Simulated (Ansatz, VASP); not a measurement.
**Sc3Ge: VASP beside Ansatz**

INCAR

```
  PREC = Accurate
  ENCUT = 520
  EDIFF = 1E-7
  ISMEAR = 0
  SIGMA = 0.1
  LREAL = False
  LASPH = True
  NELM = 60
  ALGO = Normal
  ISIF = 2
  LWAVE = False
  LCHARG = True
  GGA = PE
  LELF = True
  LVHAR = True
  NBANDS = 32
```

The input KPOINTS:

```
regular mesh
0
Gamma
  6 6 2
```

POSCAR

```
Sc3Ge
1.0
    2.9942792400      0.0000000000      0.0000000000
    0.0000000000      2.9942792400      0.0000000000
    0.0000000000      0.0000000000      8.0971724400
Sc Ge
3 1
Direct
    0.0000000000      0.0000000000      0.5000000000
    0.5000000000      0.5000000000      0.2261155100
    0.5000000000      0.5000000000      0.7738844900
    0.0000000000      0.0000000000      0.0000000000
```

Input for Ansatz:

```yaml
crystal:
  lattice:
    - [2.99427924, 0.0, 0.0]
    - [0.0, 2.99427924, 0.0]
    - [0.0, 0.0, 8.09717244]
  atoms:
    - { symbol: Sc, position: [0.0, 0.0, 0.5] }
    - { symbol: Sc, position: [0.5, 0.5, 0.22611551] }
    - { symbol: Sc, position: [0.5, 0.5, 0.77388449] }
    - { symbol: Ge, position: [0.0, 0.0, 0.0] }
basis:
  ecutwfc: 420
kpoints:
  mp_grid: { grid: [6, 6, 2] }
hamiltonian:
  xc: pbe
scf:
  occupations: { method: gaussian, width: 0.1 }
  lower_state_search: "off"
output:
  forces: true
  stress: true
  eigenvalues: true
```

Change from the starting cell: species swapped into the Al3Cu type (P4/mmm, No. 123).

Alike in both runs: task single point; functional PBE; k mesh 6 × 6 × 2; occupations gaussian, width 0.1 eV; no spin polarisation.

```csv
,VASP,Ansatz
version,VASP 6.6.1,Ansatz 0.2.0
potentials or method,"VASP PAW PBE potentials, release 64 (Sc_sv, Ge_d), cutoff 520 eV","scalar-relativistic, plane waves, PAW"
valence electrons in the cell,47,47
```

|  | VASP | Ansatz | Ansatz less VASP |
| --- | --- | --- | --- |
| gap on the k mesh at the Fermi level (eV) | none | none | - |
| pressure (GPa) | 16.1 | 15.9 | -0.17 |
| traceless stress, the component that is largest in VASP (GPa) | -1.40 | -1.41 | -0.010 |
| rms of the force components (eV/Å) | 0.204 | 0.209 | +0.0053 |

Atom by atom the forces differ by 0.005 eV/Å (rms over components). A gap of «none» marks a metal or a gap that the smearing closes. With one functional, cell and mesh, what is left measures potentials, basis and numerics.

The k mesh is coarse, so the values compare programs but aren't converged.
